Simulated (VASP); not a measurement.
# AgI (P6_3mc) in VASP: further runs, part 2 of 2

VASP 6.6.1. The steps go on from the part before.

## Step 4: Single point, r2SCAN

This run uses another cell than the first one, of 34.49 Å³/atom.

Input file POSCAR:

```
AgI
1.0
    4.6017896174      0.0000000000      0.0000000000
   -2.3008948087      3.9852667116      0.0000000000
    0.0000000000      0.0000000000      7.5229908206
Ag I
2 2
Direct
    0.6666666667      0.3333333333      0.6275899778
    0.3333333333      0.6666666667      0.1275899778
    0.6666666667      0.3333333333      0.0024100222
    0.3333333333      0.6666666667      0.5024100222
```

Input file INCAR.step1:

```
PREC = Accurate ; ENCUT = 550
ISMEAR = 0 ; SIGMA = 0.01
LREAL = F ; LASPH = T
NELM = 120 ; NBANDS = 26
GGA = PE ; ALGO = Normal
EDIFF = 1E-5 ; LWAVE = T
LCHARG = F ; GGA_COMPAT = F
```

Input file INCAR.step2:

```
PREC = Accurate ; ENCUT = 550
EDIFF = 1E-6 ; ISMEAR = 0
SIGMA = 0.01 ; LREAL = F
LASPH = T ; NELM = 120
ALGO = Normal ; ISIF = 2
LWAVE = F ; LCHARG = F
METAGGA = R2SCAN ; LMIXTAU = T
NBANDS = 26 ; ISTART = 1
GGA_COMPAT = F
```

Input file KPOINTS:

```
Automatic mesh
0
Gamma
  6 6 4
```

Potentials or basis: VASP PAW PBE potentials, release 64 (Ag, I).

On the command line:

```sh
$ cat potpaw_PBE.64/Ag/POTCAR potpaw_PBE.64/I/POTCAR > POTCAR
$ cp INCAR.step1 INCAR
$ mpirun -np 1 vasp_std > vasp.out
$ cp INCAR.step2 INCAR
$ mpirun -np 1 vasp_std > vasp.out
```

OUTCAR:

```text
PREC = Accurate
   ENCUT = 550
   EDIFF = 1E-6
   ISMEAR = 0
   LREAL = F
   LASPH = T
   NELM = 120
   ISIF = 2
   METAGGA = R2SCAN
   ISTART = 1

 ion  position               nearest neighbor table
   1  0.667  0.333  0.628-   4 2.82   4 2.82   4 2.82   3 2.82
   2  0.333  0.667  0.128-   3 2.82   3 2.82   3 2.82   4 2.82
   3  0.667  0.333  0.002-   2 2.82   2 2.82   2 2.82   1 2.82
   4  0.333  0.667  0.502-   1 2.82   1 2.82   1 2.82   2 2.82

  LATTYP: Found a hexagonal cell.
 ALAT       =     4.6017896174
 C/A-ratio  =     1.6347967739

  Lattice vectors:

 A1 = (   4.6017896174,   0.0000000000,   0.0000000000)
 A2 = (  -2.3008948087,   3.9852667116,   0.0000000000)
 A3 = (   0.0000000000,   0.0000000000,   7.5229908206)

Analysis of symmetry for initial positions (statically):
=====================================================================
 Subroutine PRICEL returns:
 Original cell was already a primitive cell.

 Routine SETGRP: Setting up the symmetry group for a
 hexagonal supercell.
[... 166 lines left out ...]
  free energy    TOTEN  =       -93.04158019 eV

  energy without entropy =      -93.04158019  energy(sigma->0) =      -93.04158019

 E-fermi :   2.8530     XC(G=0):  -8.9037

 val. band max:        2.7975854867   @ k =   0.0000   0.0000   0.0000
 cond. band min:       4.6283422117   @ k =   0.0000   0.0000   0.0000
 fundamental gap:      1.8307567250
 Fermi energy:         2.8529604440

 k-point     1 :       0.0000    0.0000    0.0000
  band No.  band energies     occupation
      1     -10.3754      2.00000
      2     -10.0760      2.00000
      3      -1.4770      2.00000
      4      -1.4738      2.00000
      5      -1.4738      2.00000
      6      -1.3923      2.00000
[... 598 lines left out ...]
     25      11.3710      0.00000
     26      11.3710      0.00000

------------------------ aborting loop because EDIFF is reached ----------------------------------------

  FORCE on cell =-STRESS in cart. coord.  units (eV):
  Direction    XX          YY          ZZ          XY          YZ          ZX
  --------------------------------------------------------------------------------------
  -------------------------------------------------------------------------------------
  Total        0.7347676      0.7347676      0.7421006      0.0000000      0.0000000      0.0000000
  in kB        8.5326889      8.5326889      8.6178455      0.0000000      0.0000000      0.0000000
  external PRESSURE =       8.5610744 kB  Pullay stress =       0.0000000 kB

 VOLUME and BASIS-vectors are now :
 -----------------------------------------------------------------------------
  energy-cutoff  :      550.00
  volume of cell :      137.97
      direct lattice vectors                 reciprocal lattice vectors
     4.601789617  0.000000000  0.000000000     0.217306762  0.125462117  0.000000000
    -2.300894809  3.985266712  0.000000000     0.000000000  0.250924235  0.000000000
     0.000000000  0.000000000  7.522990821     0.000000000  0.000000000  0.132925857

 POSITION                                       TOTAL-FORCE (eV/Angst)
 -----------------------------------------------------------------------------------
      2.30089      1.32842      4.72135        -0.000000      0.000000      0.001868
     -0.00000      2.65684      0.95986         0.000000     -0.000000      0.001868
      2.30089      1.32842      0.01813         0.000000     -0.000000     -0.001868
     -0.00000      2.65684      3.77963        -0.000000      0.000000     -0.001868
 -----------------------------------------------------------------------------------
    total drift:                               -0.000000     -0.000000     -0.003432

  FREE ENERGIE OF THE ION-ELECTRON SYSTEM (eV)
  ---------------------------------------------------
  free  energy   TOTEN  =       -93.0415801871 eV

  energy  without entropy=      -93.0415801871  energy(sigma->0) =      -93.04158019
```

OUTCAR.step1:

```text
PREC = Accurate
   ENCUT = 550
   ISMEAR = 0
   LREAL = F
[... 835 lines left out ...]
      2.30089      1.32842      4.72135         0.000000     -0.000000      0.001639
     -0.00000      2.65684      0.95986        -0.000000     -0.000000      0.001639
      2.30089      1.32842      0.01813        -0.000000      0.000000     -0.001639
     -0.00000      2.65684      3.77963         0.000000     -0.000000     -0.001639
 -----------------------------------------------------------------------------------
    total drift:                               -0.000000     -0.000000     -0.001106

  FREE ENERGIE OF THE ION-ELECTRON SYSTEM (eV)
  ---------------------------------------------------
  free  energy   TOTEN  =        -9.5446454106 eV

  energy  without entropy=       -9.5446454106  energy(sigma->0) =       -9.54464541
```

Run time: 1.7 min. Hardware: 1 thread of Intel Xeon 6975P-C (Granite Rapids), shared host; peak memory 0.33 GiB.

What came out:

```
Free energy            : -93.0416 eV
Pressure               : 0.9 GPa
Band gap on the k mesh : 1.83 eV
```

Caveat: the PAW data sets were made with another functional, which shifts forces and pressure a little; spin-orbit coupling is left out, which moves the levels of the heavy elements.

## Step 5: Single point, r2SCAN

This run uses another cell than the first one, of 35.56 Å³/atom.

Input file POSCAR:

```
AgI
1.0
    4.6494879725      0.0000000000      0.0000000000
   -2.3247439863      4.0265746988      0.0000000000
    0.0000000000      0.0000000000      7.5985383351
Ag I
2 2
Direct
    0.6666666667      0.3333333333      0.6275184234
    0.3333333333      0.6666666667      0.1275184234
    0.6666666667      0.3333333333      0.0024815766
    0.3333333333      0.6666666667      0.5024815766
```

Input file INCAR.step1:

```
SYSTEM = AgI
PREC = Accurate ; ENCUT = 550
ISMEAR = -1 ; SIGMA = 0.1
LREAL = .FALSE. ; LASPH = .TRUE.
NELM = 120 ; NBANDS = 26
GGA = PE ; ALGO = Normal
EDIFF = 1E-5 ; LWAVE = .TRUE.
LCHARG = .FALSE. ; GGA_COMPAT = .FALSE.
```

Input file INCAR.step2:

```
SYSTEM = AgI
PREC = Accurate ; ENCUT = 550
EDIFF = 1E-6 ; ISMEAR = -1
SIGMA = 0.1 ; LREAL = .FALSE.
LASPH = .TRUE. ; NELM = 120
ALGO = Normal ; ISIF = 2
LWAVE = .FALSE. ; LCHARG = .FALSE.
METAGGA = R2SCAN ; LMIXTAU = .TRUE.
NBANDS = 26 ; ISTART = 1
GGA_COMPAT = .FALSE.
```

Input file KPOINTS:

```
Automatic mesh
0
G
  10 10 6
  0 0 0
```

On the command line:

```sh
$ cat potpaw_PBE.64/Ag/POTCAR potpaw_PBE.64/I/POTCAR > POTCAR
$ cp INCAR.step1 INCAR
$ mpirun -np 1 vasp_std > vasp.out
$ cp INCAR.step2 INCAR
$ mpirun -np 1 vasp_std > vasp.out
```

It took 4 min on 1 thread of Intel Xeon 6975P-C (Granite Rapids), shared host; peak memory 0.42 GiB.

Results (log left out):

| Property | Result |
| --- | --- |
| Free energy | -93.0531 eV |
| Pressure | -0.1 GPa |
| Band gap on the k mesh | 1.83 eV |

Levels at points of the mesh, in eV from the valence-band top:
| k point | band 15 | band 16 | band 17 | band 18 | band 19 | band 20 | band 21 | band 22 |
| --- | --- | --- | --- | --- | --- | --- | --- | --- |
| (0.00, 0.00, 0.00) | -0.68 | -0.06 | 0.00 | 0.00 | 1.83 | 3.10 | 6.29 | 6.29 |
| (0.50, 0.00, 0.00) | -2.09 | -1.70 | -0.97 | -0.68 | 3.76 | 3.98 | 5.14 | 6.26 |
| (0.00, 0.00, 0.50) | -0.35 | -0.35 | -0.35 | -0.35 | 3.10 | 3.10 | 6.03 | 6.03 |
| (0.50, 0.00, 0.50) | -1.18 | -1.18 | -1.17 | -1.17 | 3.68 | 3.68 | 5.28 | 5.28 |

Caveat: the PAW data sets were made with another functional, which shifts forces and pressure a little; spin-orbit coupling is left out, which moves the levels of the heavy elements.

## Step 6: Summary

| cell | k mesh | smearing | gap on the mesh (eV) | pressure (GPa) |
| --- | --- | --- | --- | --- |
| a = 4.464, b = 4.464, c = 7.425 Å, angles 90.0, 90.0, 120.0°, 4 atoms, atomic positions A | 6 × 6 × 4 | gaussian 0.01 eV | 1.83 | 3.8 |
| a = 4.555, b = 4.555, c = 7.469 Å, angles 90.0, 90.0, 120.0°, 4 atoms, atomic positions B | 6 × 6 × 4 | gaussian 0.01 eV | 1.83 | 1.9 |
| a = 4.602, b = 4.602, c = 7.523 Å, angles 90.0, 90.0, 120.0°, 4 atoms, atomic positions B | 6 × 6 × 4 | gaussian 0.01 eV | 1.83 | 0.9 |
| a = 4.649, b = 4.649, c = 7.599 Å, angles 90.0, 90.0, 120.0°, 4 atoms, atomic positions B | 10 × 10 × 6 | fermi-dirac 0.1 eV | 1.83 | -0.1 |

Alike in all rows: task single point; level r2SCAN; potentials or basis VASP PAW PBE potentials, release 64 (Ag, I); no spin polarisation; cutoff (eV) 550.

Caveats: the PAW data sets were made with another functional, which shifts forces and pressure a little; spin-orbit coupling is left out, which moves the levels of the heavy elements; the cell stands under pressure (at least some runs).

Absolute energies hang on the potentials; compare differences alone.
